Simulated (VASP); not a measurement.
A run of VASP 6.6.1 is set up as follows.

The input INCAR:

```
SYSTEM = Ti2Al6H
PREC = Accurate
ENCUT = 520
EDIFF = 1E-6
ISMEAR = 0
SIGMA = 0.1
LREAL = .False.
LASPH = .True.
NELM = 80
ALGO = Normal
ISIF = 2
LWAVE = .False.
LCHARG = .False.
LDIPOL = .True.
IDIPOL = 3
DIPOL = 0.5 0.5 0.312
GGA = PE
IVDW = 12
NBANDS = 32
```

KPOINTS

```
Automatic mesh
0
Gamma
  6 6 1
  0 0 0
```

The input POSCAR:

```
Ti2Al6H
1.0
    5.0241861190      0.0000000000      0.0000000000
    2.1588814530      4.5367033218      0.0000000000
    0.0000000000      0.0000000000     21.2187109014
Al Ti H
6 2 1
Direct
    0.5000000000      0.0000000000      0.1885128658
    0.0000000000      0.5000000000      0.1885128658
    0.0000000000      0.0000000000      0.2517328341
    0.0000000000      0.5000000000      0.3193548961
    0.5000000000      0.0000000000      0.3193548961
    0.5000000000      0.5000000000      0.3826203646
    0.5000000000      0.5000000000      0.2517328341
    0.0000000000      0.0000000000      0.3797002555
    0.6666666667      0.6666666667      0.5287178356
```

Potentials or basis: VASP PAW PBE potentials, release 64 (Al, Ti_sv, H).

The run is started by

```sh
$ cat potpaw_PBE.64/Al/POTCAR potpaw_PBE.64/Ti_sv/POTCAR potpaw_PBE.64/H/POTCAR > POTCAR
$ mpirun -np 1 vasp_std > vasp.out
```

Question: Estimate the largest force.

Answer: 0.795 eV/Å.

Question: Predict the band gap on the k mesh.

Answer: Zero (an odd number of electrons rules out a gap without spin polarisation).

Forces in eV/Å, atoms in the order of the input:
```
Al   0.003 -0.067  0.522
Al  -0.059  0.031  0.522
Al  -0.002 -0.001 -0.564
Al   0.050 -0.010 -0.026
Al   0.013  0.049 -0.026
Al   0.054  0.034  0.269
Ti   0.071  0.045 -0.447
Ti   0.007  0.005  0.529
H   -0.136 -0.086 -0.778
```
